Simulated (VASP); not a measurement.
# Al6N7 (a cell with a defect) in VASP: a series of runs

Runs on Al6N7 (a cell with a defect). Level: PBE. Tasks: single point, relaxation of the atoms.

Program: VASP 6.6.1. These are calculated values, not measurements. Logs are shortened: lines on timing, memory, paths and dates and some standing lists are left out, and cuts for length are marked.

## Step 1: The cell of the first run

The cell holds a defect, 13 atoms: a = 5.018 Å, b = 5.422 Å, c = 5.422 Å, α = 120.00°, β = 90.00°, γ = 90.00°.

## Step 2: Single point, PBE (with an interstitial atom, then relaxed in part)

File INCAR:

```
SYSTEM = Al6N7
ALGO     = Normal         ! electronic algorithm
EDIFF    = 1E-6           ! SCF threshold, eV
ENCUT    = 520            ! plane-wave cutoff, eV
GGA      = PE             ! functional
ISIF     = 2              ! what is computed and relaxed
ISMEAR   = 0              ! smearing method
LASPH    = .True.         ! aspherical terms in the spheres
LCHARG   = .False.        ! write CHGCAR
LREAL    = .False.        ! projectors in reciprocal space
LWAVE    = .False.        ! write WAVECAR
NBANDS   = 38             ! bands
NELECT   = 54.0         
NELM     = 60             ! most SCF steps
PREC     = Accurate       ! precision mode
SIGMA    = 0.01           ! smearing width, eV
```

File KPOINTS:

```
k-points
0
Gamma
  2 2 2
  0 0 0
```

File POSCAR:

```
Al6N7
1.0
    0.0000000000      0.0000000000      5.0180433219
    4.6953126299     -2.7108400108      0.0000000000
    0.0000000000      5.4216800216      0.0000000000
Al N
6 7
Direct
    0.4924583777      0.2997294741      0.2997294741
    0.4924583777      0.0000000000      0.7002705259
    0.4924583777      0.7002705259      1.0000000000
    1.0024689385      0.0000000000      0.3254463623
    1.0024689385      0.6745536377      0.6745536377
    1.0024689385      0.3254463623      1.0000000000
    0.8671771800      0.3347492948      0.3347492948
    0.8671771800      0.0000000000      0.6652507052
    0.8671771800      0.6652507052      1.0000000000
    0.3766355171      0.0000000000      0.3843258356
    0.3766355171      0.6156741644      0.6156741644
    0.3766355171      0.3843258356      1.0000000000
    0.2721132936      0.0000000000      0.0000000000
```

Potentials or basis: VASP PAW PBE potentials, release 64 (Al, N).

Started as:

```bash
$ cat potpaw_PBE.64/Al/POTCAR potpaw_PBE.64/N/POTCAR > POTCAR
$ mpirun -np 1 vasp_std > vasp.out
```

OUTCAR:

```text
SYSTEM = Al6N7
   EDIFF = 1E-6
   ENCUT = 520
   GGA = PE
   ISIF = 2
   ISMEAR = 0
   LASPH = .True.
   LREAL = .False.
   NELECT = 54.0
   NELM = 60
   PREC = Accurate

 ion  position               nearest neighbor table
   1  0.492  0.300  0.300-  11 1.81   7 1.89  13 1.97  12 1.98  10 1.98   2 2.81   3 2.81   6 2.99
                             4 2.99   6 3.07   4 3.07   5 3.19   5 3.27   2 3.30   3 3.30   3 3.30
   2  0.492  0.000  0.700-  10 1.81   8 1.89  13 1.97  11 1.98  12 1.98   3 2.81   1 2.81   6 2.99
                             5 2.99   6 3.07   5 3.07   4 3.19   4 3.27   1 3.30   3 3.30   3 3.30
   3  0.492  0.700  0.000-  12 1.81   9 1.89  13 1.97  11 1.98  10 1.98   2 2.81   1 2.81   5 2.99
                             4 2.99   5 3.07   4 3.07   6 3.19   6 3.27   2 3.30   1 3.30   1 3.30
   4  0.002  0.000  0.325-  10 1.90   9 1.91   7 1.91   8 1.96  13 2.22   3 2.99   1 2.99   6 3.06
                             5 3.06   1 3.07   3 3.07   5 3.17   6 3.17   5 3.17   6 3.17   2 3.19
   5  0.002  0.675  0.675-  11 1.90   9 1.91   8 1.91   7 1.96  13 2.22   3 2.99   2 2.99   4 3.06
                             6 3.06   3 3.07   2 3.07   4 3.17   6 3.17   6 3.17   4 3.17   1 3.19
   6  0.002  0.325  0.000-  12 1.90   7 1.91   8 1.91   9 1.96  13 2.22   1 2.99   2 2.99   4 3.06
                             5 3.06   1 3.07   2 3.07   4 3.17   5 3.17   5 3.17   4 3.17   3 3.19
   7  0.867  0.335  0.335-   1 1.89   6 1.91   4 1.91   5 1.96
   8  0.867  0.000  0.665-   2 1.89   5 1.91   6 1.91   4 1.96
   9  0.867  0.665  0.000-   3 1.89   5 1.91   4 1.91   6 1.96
  10  0.377  0.000  0.384-   2 1.81   4 1.90   3 1.98   1 1.98
  11  0.377  0.616  0.616-   1 1.81   5 1.90   3 1.98   2 1.98
  12  0.377  0.384  0.000-   3 1.81   6 1.90   1 1.98   2 1.98
  13  0.272  0.000  0.000-   2 1.97   1 1.97   3 1.97   4 2.22   5 2.22   6 2.22

  LATTYP: Found a hexagonal cell.
 ALAT       =     5.4216800216
 C/A-ratio  =     0.9255513608

  Lattice vectors:

 A1 = (   4.6953126299,  -2.7108400108,   0.0000000000)
 A2 = (   0.0000000000,   5.4216800216,   0.0000000000)
 A3 = (   0.0000000000,   0.0000000000,   5.0180433219)

Analysis of symmetry for initial positions (statically):
=====================================================================
 Subroutine PRICEL returns:
 Original cell was already a primitive cell.

 Routine SETGRP: Setting up the symmetry group for a
 hexagonal supercell.

 Subroutine GETGRP returns: Found  6 space group operations
 (whereof  6 operations were pure point group operations)
 out of a pool of 24 trial point group operations.

The static configuration has the point symmetry C_3v.

Analysis of symmetry for dynamics (positions and initial velocities):
=====================================================================
 Subroutine PRICEL returns:
 Original cell was already a primitive cell.

 Routine SETGRP: Setting up the symmetry group for a
 hexagonal supercell.

 Subroutine GETGRP returns: Found  6 space group operations
 (whereof  6 operations were pure point group operations)
 out of a pool of 24 trial point group operations.

The dynamic configuration has the point symmetry C_3v.

 Subroutine INISYM returns: Found  6 space group operations
 (whereof  6 operations are pure point group operations),
 and found     1 'primitive' translations

----------------------------------------------------------------------------------------

                                     Primitive cell

  volume of cell :     127.7417

  direct lattice vectors                    reciprocal lattice vectors
     0.000000000  0.000000000  5.018043322     0.000000000  0.000000000  0.199280862
     4.695312630 -2.710840011  0.000000000     0.212978363  0.000000000  0.000000000
     0.000000000  5.421680022  0.000000000     0.106489182  0.184444673  0.000000000

  length of vectors
     5.018043322  5.421680022  5.421680022     0.199280862  0.212978363  0.212978363

  position of ions in fractional coordinates (direct lattice)
     0.492458378  0.299729474  0.299729474
     0.492458378  0.000000000  0.700270526
     0.492458378  0.700270526  1.000000000
     0.002468939  0.000000000  0.325446362
     0.002468939  0.674553638  0.674553638
     0.002468939  0.325446362  1.000000000
[... 26 lines left out ...]
 KPOINTS: k-points

Automatic generation of k-mesh.
 Grid dimensions read from file:
 generate k-points for:    2    2    2

 Generating k-lattice:

  Cartesian coordinates                     Fractional coordinates (reciprocal lattice)
     0.000000000  0.000000000  0.099640431     0.500000000  0.000000000  0.000000000
     0.106489182  0.000000000  0.000000000     0.000000000  0.500000000  0.000000000
     0.053244591  0.092222337  0.000000000     0.000000000 -0.000000000  0.500000000

  Length of vectors
     0.099640431  0.106489182  0.106489182

  Shift w.r.t. Gamma in fractional coordinates (k-lattice)
     0.000000000  0.000000000  0.000000000

 Subroutine IBZKPT returns following result:
 ===========================================

 Found      4 irreducible k-points:

 Following reciprocal coordinates:
            Coordinates               Weight
  0.000000  0.000000  0.000000      1.000000
  0.500000  0.000000  0.000000      1.000000
  0.000000  0.500000  0.000000      3.000000
  0.500000  0.500000  0.000000      3.000000
   k-points           NKPTS =      4   k-points in BZ     NKDIM =      4   number of bands    NBANDS=     38
   number of dos      NEDOS =    301   number of ions     NIONS =     13
   total plane-waves  NPLWV =  64000
   dimension x,y,z NGX =    40 NGY =   40 NGZ =   40
   dimension x,y,z NGXF=    80 NGYF=   80 NGZF=   80
   ions per type =               6   7
   NGX,Y,Z   is equivalent  to a cutoff of  13.25, 12.27, 12.27 a.u.
   NGXF,Y,Z  is equivalent  to a cutoff of  26.50, 24.53, 24.53 a.u.
 SYSTEM =  Al6N7
   PREC   = accura    normal or accurate (medium, high low for compatibility)
   ISTART =      0    job   : 0-new  1-cont  2-samecut
   ICHARG =      2    charge: 1-file 2-atom 10-const
   ISPIN  =      1    spin polarized calculation?
   LNONCOLLINEAR =      F non collinear calculations
   LSORBIT =      F    spin-orbit coupling
   LASPH  =      T    aspherical Exc in radial PAW
   ENCUT  =  520.0 eV  38.22 Ry    6.18 a.u.   9.33 10.08 10.08*2*pi/ulx,y,z
   NELM   =     60;   NELMIN=  2; NELMDL= -5     # of ELM steps
   EDIFF  = 0.1E-05   stopping-criterion for ELM
   LREAL  =      F    real-space projection
   EDIFFG = 0.1E-04   stopping-criterion for IOM
   NSW    =      0    number of steps for IOM
   IBRION =     -1    ionic relax: 0-MD 1-quasi-New 2-CG
   NFREE  =      0    steps in history (QN), initial steepest desc. (CG)
   ISIF   =      2    stress and relaxation
   ISYM   =      2    0-nonsym 1-usesym 2-fastsym
   POTIM  = 0.5000    time-step for ionic-motion
   TEBEG  =    0.0;   TEEND  =   0.0 temperature during run
   PSTRESS=    0.0 pullay stress
   NELECT =      54.0000    total number of electrons
   NUPDOWN=      -1.0000    fix difference up-down
   EMIN   =  10.00;   EMAX   =-10.00  energy-range for DOS
   EFERMI =   0.00;   METHOD = LEGACY
   ISMEAR =     0;   SIGMA  =   0.01  broadening in eV -4-tet -1-fermi 0-gaus
   EFERMI_NEDOS =   21; number of points for ismear=-14 and -15
   IALGO  =     38    algorithm
   IMIX   =      4    mixing-type and parameters
     AMIX     =   0.40;   BMIX     =  1.00
     AMIX_MAG =   1.60;   BMIX_MAG =  1.00
  volume/ion in A,a.u.               =       9.83        66.31
  Fermi-wavevector in a.u.,A,eV,Ry     =   1.228651  2.321813 20.539122  1.509583
  Thomas-Fermi vector in A             =   2.363568
   LORBIT       =      0    0 simple, 1 ext, 2 COOP (PROOUT), +10 PAW based schemes
   GGA     = PE    functional components
   LHFCALC =     F    Hartree Fock is set to
   AEXX    =    0.0000 exact exchange contribution
   IVDW    =     0    specifies the selected vdW correction
   LEPSILON=     F    determine dielectric tensor
   LRPA    =     F    only Hartree local field effects (RPA)
 non-spin polarized calculation
 Gauss-broadening in eV      SIGMA  =   0.01
  energy-cutoff  :      520.00
  volume of cell :      127.74
 maximum number of plane-waves:      3480
 NGX is ok and might be reduce to    40
   NGX = 19   NGY = 21   NGZ = 21

 number of electron      54.0000003 magnetization

 Free energy of the ion-electron system (eV)
  ---------------------------------------------------
  ext. energy  EPLUGINS =         0.00000000
  ---------------------------------------------------
  free energy    TOTEN  =       -82.31688074 eV

  energy without entropy =      -82.31688074  energy(sigma->0) =      -82.31688074

 E-fermi :   7.9079     XC(G=0): -11.2868

 val. band max:        7.8008045829   @ k =   0.0000   0.5000   0.0000
 cond. band min:       8.0132245179   @ k =   0.0000   0.0000   0.0000
 fundamental gap:      0.2124199350
 Fermi energy:         7.9078793148

 k-point     1 :       0.0000    0.0000    0.0000
  band No.  band energies     occupation
      1      -9.7402      2.00000
      2      -7.0787      2.00000
      3      -6.4075      2.00000
      4      -6.4075      2.00000
      5      -6.1991      2.00000
      6      -6.1991      2.00000
[... 153 lines left out ...]
     37      15.8237      0.00000
     38      16.4369      0.00000

------------------------ aborting loop because EDIFF is reached ----------------------------------------

  FORCE on cell =-STRESS in cart. coord.  units (eV):
  Direction    XX          YY          ZZ          XY          YZ          ZX
  --------------------------------------------------------------------------------------
  -------------------------------------------------------------------------------------
  Total       22.1380940     22.1380940     15.2066938     -0.0000000     -0.0000000      0.0000000
  in kB      277.6629965    277.6629965    190.7271767     -0.0000000     -0.0000000      0.0000000
  external PRESSURE =     248.6843899 kB  Pullay stress =       0.0000000 kB

 VOLUME and BASIS-vectors are now :
 -----------------------------------------------------------------------------
  energy-cutoff  :      520.00
  volume of cell :      127.74
      direct lattice vectors                 reciprocal lattice vectors
     0.000000000  0.000000000  5.018043322     0.000000000  0.000000000  0.199280862
     4.695312630 -2.710840011  0.000000000     0.212978363  0.000000000  0.000000000
     0.000000000  5.421680022  0.000000000     0.106489182  0.184444673  0.000000000

 POSITION                                       TOTAL-FORCE (eV/Angst)
 -----------------------------------------------------------------------------------
      1.40732      0.81252      2.47118        -0.004706     -0.002717     -0.001932
      0.00000      3.79664      2.47118        -0.000000      0.005434     -0.001932
      3.28799     -1.89832      2.47118         0.004706     -0.002717     -0.001932
      0.00000      1.76447      0.01239        -0.000000      0.002142      0.004469
      3.16724      1.82861      0.01239        -0.001855     -0.001071      0.004469
      1.52807     -0.88223      0.01239         0.001855     -0.001071      0.004469
      1.57175      0.90745      4.35153        -0.004805     -0.002774      0.000216
      0.00000      3.60678      4.35153        -0.000000      0.005548      0.000216
      3.12356     -1.80339      4.35153         0.004805     -0.002774      0.000216
      0.00000      2.08369      1.88997        -0.000000     -0.008636     -0.007051
      2.89078      1.66899      1.88997         0.007479      0.004318     -0.007051
      1.80453     -1.04185      1.88997        -0.007479      0.004318     -0.007051
      0.00000      0.00000      1.36548        -0.000000      0.000000      0.012895
 -----------------------------------------------------------------------------------
    total drift:                                0.000004      0.000001      0.001103

  FREE ENERGIE OF THE ION-ELECTRON SYSTEM (eV)
  ---------------------------------------------------
  free  energy   TOTEN  =       -82.3168807373 eV

  energy  without entropy=      -82.3168807373  energy(sigma->0) =      -82.31688074
```

Run time: 28 s. Hardware: 1 thread of Intel Xeon Platinum 8488C (Sapphire Rapids), shared host; peak memory 0.23 GiB.

Results:

| Property | Result |
| --- | --- |
| Free energy | -82.3169 eV |
| Largest force | 0.013 eV/Å |

Forces on the atoms (eV/Å):
```
Al  -0.005 -0.003 -0.002
Al   0.000  0.005 -0.002
Al   0.005 -0.003 -0.002
Al   0.000  0.002  0.004
Al  -0.002 -0.001  0.004
Al   0.002 -0.001  0.004
N   -0.005 -0.003  0.000
N    0.000  0.006  0.000
N    0.005 -0.003  0.000
N    0.000 -0.009 -0.007
N    0.007  0.004 -0.007
N   -0.007  0.004 -0.007
N    0.000  0.000  0.013
```

Levels at points of the mesh, in eV from the Fermi level:
| k point | band 25 | band 26 | band 27 | band 28 | band 29 | band 30 |
| --- | --- | --- | --- | --- | --- | --- |
| (0.00, 0.00, 0.00) | -1.57 | -1.42 | 0.11 | 0.11 | 2.54 | 3.75 |
| (0.50, 0.00, 0.00) | -1.56 | -1.28 | -0.35 | -0.35 | 4.13 | 5.44 |
| (0.00, 0.50, 0.00) | -1.98 | -1.37 | -0.11 | 0.27 | 4.15 | 4.68 |
| (0.50, 0.50, 0.00) | -2.26 | -1.21 | -0.27 | 0.47 | 3.76 | 4.14 |

Caveat: the k points lie up to 0.67 Å⁻¹ apart; the cell carries a net charge on a neutralising background, which shifts energy and pressure; the cell differs from its parent crystal (with an interstitial atom, then relaxed in part); the cell is charged against a uniform background, so pressure and absolute levels hang on convention.

## Step 3: Single point, PBE, collinear spin (with an interstitial atom, then relaxed in part)

File INCAR:

```
SYSTEM = Al6N7
PREC = Accurate ; ENCUT = 520
EDIFF = 1E-6 ; ISMEAR = 0
SIGMA = 0.01 ; LREAL = .False.
LASPH = .True. ; NELM = 150
ALGO = Normal ; ISIF = 2
LWAVE = .False. ; LCHARG = .True.
ISPIN = 2 ; MAGMOM = 0.1 0.1 0.1 0.1 0.1 0.1 0 0 0 0.1 0.1 0.1 0.1
LORBIT = 11 ; GGA = PE
LELF = .True. ; LVHAR = .True.
NBANDS = 42
```

File KPOINTS:

```
Automatic mesh
0
Gamma
  2 2 2
  0 0 0
```

File POSCAR:

```
Al6N7
1.0
    0.0000000000      0.0000000000      5.0180433219
    4.6953126299     -2.7108400108      0.0000000000
    0.0000000000      5.4216800216      0.0000000000
Al N
6 7
Direct
    0.5028588553      0.3246413582      0.3246413582
    0.5028588553      0.0000000000      0.6753586418
    0.5028588553      0.6753586418      1.0000000000
    1.0015673136      0.0000000000      0.3259407078
    1.0015673136      0.6740592922      0.6740592922
    1.0015673136      0.3259407078      1.0000000000
    0.8732654788      0.3498270380      0.3498270380
    0.8732654788      0.0000000000      0.6501729620
    0.8732654788      0.6501729620      1.0000000000
    0.4024872990      0.0000000000      0.3453292359
    0.4024872990      0.6546707641      0.6546707641
    0.4024872990      0.3453292359      1.0000000000
    0.1477964934      0.0000000000      0.0000000000
```

Potentials or basis: VASP PAW PBE potentials, release 64 (Al, N).

Started as:

```bash
$ cat potpaw_PBE.64/Al/POTCAR potpaw_PBE.64/N/POTCAR > POTCAR
$ mpirun -np 1 vasp_std > vasp.out
```

Wall time 63 s (1 thread of Intel Xeon Platinum 8488C (Sapphire Rapids), shared host); peak memory 0.27 GiB.

The run converged. Its results:

```yaml
Free_energy: -90.0722 eV
Pressure: 12.8 GPa
Largest_force: 0.008 eV/Å
Net_moment: 0.00 μB per cell
Valence_electrons_inside_the_program's_atomic_spheres: Al 0.82, 0.78 (each value once); N 3.83, 3.71 (each value once)
```

Forces in eV/Å, atoms in the order of the input:
```
Al  -0.001 -0.001 -0.002
Al   0.000  0.001 -0.002
Al   0.001 -0.001 -0.002
Al   0.000  0.005 -0.002
Al  -0.004 -0.003 -0.002
Al   0.004 -0.003 -0.002
N    0.001  0.000  0.005
N    0.000 -0.001  0.005
N   -0.001  0.000  0.005
N    0.000 -0.006 -0.004
N    0.005  0.003 -0.004
N   -0.005  0.003 -0.004
N    0.000  0.000  0.008
```

Stress tensor (GPa, compression positive):
```
13.15  0.00  0.00
 0.00 13.15  0.00
 0.00  0.00 12.14
```

Levels at points of the mesh, in eV from the Fermi level:
Spin up:
```csv
k point,band 22,band 23,band 24,band 25,band 26,band 27,band 28,band 29,band 30,band 31
"(0.00, 0.00, 0.00)",-2.12,-1.49,-1.49,-1.43,0.63,0.63,0.78,2.98,4.14,5.88
"(0.50, 0.00, 0.00)",-1.89,-1.89,-1.62,-1.62,-0.46,-0.46,-0.06,5.14,5.63,6.20
"(0.00, 0.50, 0.00)",-2.05,-1.93,-1.83,-1.69,-0.12,-0.07,0.71,4.23,5.33,5.61
"(0.50, 0.50, 0.00)",-2.47,-2.42,-2.08,-1.97,-0.37,0.70,0.73,4.23,4.70,5.33
```
Spin down:
| k point | band 24 | band 25 | band 26 | band 27 | band 28 | band 29 |
| --- | --- | --- | --- | --- | --- | --- |
| (0.00, 0.00, 0.00) | -1.49 | -1.43 | 0.63 | 0.63 | 0.78 | 2.98 |
| (0.50, 0.00, 0.00) | -1.62 | -1.62 | -0.46 | -0.46 | -0.06 | 5.14 |
| (0.00, 0.50, 0.00) | -1.83 | -1.69 | -0.12 | -0.07 | 0.71 | 4.23 |
| (0.50, 0.50, 0.00) | -2.08 | -1.97 | -0.37 | 0.70 | 0.73 | 4.23 |

Caveat: the k points lie up to 0.67 Å⁻¹ apart; the cell differs from its parent crystal (with an interstitial atom, then relaxed in part).

(Part 1 of 2 ends here.)
